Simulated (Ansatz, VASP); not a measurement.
# One calculation of LaCoPO, two programs

```xyz
8
Lattice="3.9913 0.0000 0.0000 0.0000 3.9913 0.0000 0.0000 0.0000 8.2649" Properties=species:S:1:pos:R:3 pbc="T T T"
La    0.0000    1.9956    6.9993
La    1.9956    0.0000    1.2656
Co    1.9956    1.9956    4.1325
Co    0.0000    0.0000    4.1325
P     1.9956    0.0000    5.1108
P     0.0000    1.9956    3.1542
O     0.0000    0.0000    0.0000
O     1.9956    1.9956    0.0000
```

Alike in both runs: task single point; functional PBE; k mesh 6 × 6 × 4; occupations gaussian, width 0.05 eV; collinear spin; Hubbard terms Co d U = 3.3 eV.

|  | VASP | Ansatz |
| --- | --- | --- |
| version | VASP 6.6.1 | Ansatz 0.2.0 |
| potentials or method | VASP PAW PBE potentials, release 64 (La, Co, P, O), cutoff 520 eV | scalar-relativistic, plane waves, PAW |
| valence electrons in the cell | 62 | 78 |

Ansatz gave:

| Quantity | Value |
| --- | --- |
| gap on the k mesh at the Fermi level (eV) | none |
| pressure (GPa) | 1.0 |
| traceless stress, the component that is largest in VASP (GPa) | -0.57 |
| rms of the force components (eV/Å) | 0.037 |
| net moment per atom (μB) | 0.18 |
| size of the moment on the site where the two differ most (μB) | 0.75 |

**Question.** What did VASP give for the same quantities?

**Answer.** gap on the k mesh at the Fermi level (eV): none; pressure (GPa): -0.4; traceless stress, the component that is largest in VASP (GPa): -0.27; rms of the force components (eV/Å): 0.026; net moment per atom (μB): 0.18; size of the moment on the site where the two differ most (μB): 0.78.

Site moments also hang on the region over which each program counts them. The programs project onto different local orbitals, so the same U acts differently, and such runs can settle in different states. Atom by atom the forces differ by 0.056 eV/Å (rms over components). A gap of «none» marks a metal or a gap that the smearing closes. VASP's potentials hold 62 valence electrons a cell and Ansatz's 78, so a difference there can come from the potentials and not from the codes. Ansatz's warnings: filled band counts differ across k points.

Neither program's run includes spin-orbit coupling.
